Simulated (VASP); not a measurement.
OF3:

```
CELL_PARAMETERS angstrom
-2.37877 2.37877 2.37877
2.37877 -2.37877 2.37877
2.37877 2.37877 -2.37877
ATOMIC_POSITIONS crystal
O 0.00000 0.00000 0.00000
F 0.00000 0.50000 0.50000
F 0.50000 0.00000 0.50000
F 0.50000 0.50000 0.00000
```

```yaml
Program: VASP 6.6.1
Task: relaxation of cell and atoms
Functional: PBE
Dispersion: D3(BJ)
Potentials_or_basis: VASP PAW PBE potentials, release 64 (O, F)
Cutoff: 600 eV
k_mesh: 6 × 6 × 6
Occupations: gaussian, width 0.1 eV
Spin: collinear spin, ferromagnetic start
Starting_moments: "[1.0, 1.0, 1.0, 1.0] μB"
```

At the start: pressure -5.2 GPa; volume 13.46 Å³/atom.

Q: Where does the relaxation end?

A: Over 4 steps the energy falls by 36.6 meV/atom and the volume is 11.53 Å³/atom (-14.3 %); space group Im-3m (No. 229, to 0.05 Å); moment 5.00 μB per cell.

The path:
| step | energy change (eV) | largest force (eV/Å) | pressure (GPa) | volume (Å³) |
| --- | --- | --- | --- | --- |
| 1 | 0.0000 | 0.0000 | -5.21 | 53.84 |
| 2 | -0.0935 | 0.0000 | -3.63 | 50.50 |
| 3 | -0.1456 | 0.0000 | -0.60 | 46.79 |
| 4 | -0.1465 | 0.0000 | 0.13 | 46.14 |

Final structure:
```xyz
4
Lattice="-2.2594 2.2594 2.2594 2.2594 -2.2594 2.2594 2.2594 2.2594 -2.2594" Properties=species:S:1:pos:R:3 pbc="T T T"
O    -2.2594    2.2594    2.2594
F     2.2594    0.0000    0.0000
F     2.2594    0.0000    2.2594
F     0.0000    0.0000    2.2594
```

Caveat: pairwise dispersion overbinds metals, which lowers pressure and volume.
